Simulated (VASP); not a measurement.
Here is a VASP 6.6.1 calculation.

File INCAR:

```
SYSTEM = AlN
PREC = Accurate
ENCUT = 520
EDIFF = 1E-8
ISMEAR = -1
SIGMA = 0.02
LREAL = .FALSE.
LASPH = .TRUE.
NELM = 80
ALGO = Normal
ISIF = 2
LWAVE = .FALSE.
LCHARG = .FALSE.
GGA = PE
LEFG = .TRUE.
NBANDS = 11
```

Contents of KPOINTS:

```
Automatic mesh
0
G
  10 10 10
  0 0 0
```

POSCAR

```
AlN
1.0
    0.0197800000      1.9878900000      1.9878900000
    1.9878900000      0.0197800000      1.9878900000
    1.9878900000      1.9878900000      0.0197800000
Al N
1 1
Direct
    0.0000000000      0.0000000000      0.0000000000
    0.5000000000      0.5000000000      0.5000000000
```

Potentials or basis: VASP PAW PBE potentials, release 64 (Al, N).

Command:

```console
$ cat potpaw_PBE.64/Al/POTCAR potpaw_PBE.64/N/POTCAR > POTCAR
$ mpirun -np 1 vasp_std > vasp.out
```

Q: Estimate the band gap on the k mesh.

A: 4.97 eV, indirect (least direct gap 6.57 eV).

Q: What does it give for the pressure?

A: 25.3 GPa.

Electric field gradients, principal values (V/Å²):
| atom | least | middle | greatest (by size) |
| --- | --- | --- | --- |
| 1 Al | 0.142 | 0.142 | -0.284 |
| 2 N | -2.203 | -2.203 | 4.406 |

Caveat: the cell differs from its parent crystal (equal xy, yz and zx shear strains of +1 %); without QUAD_EFG the Cq values of the log hold for a quadrupole moment of 1 mb, not for the nuclei. A k mesh can miss the band edges.
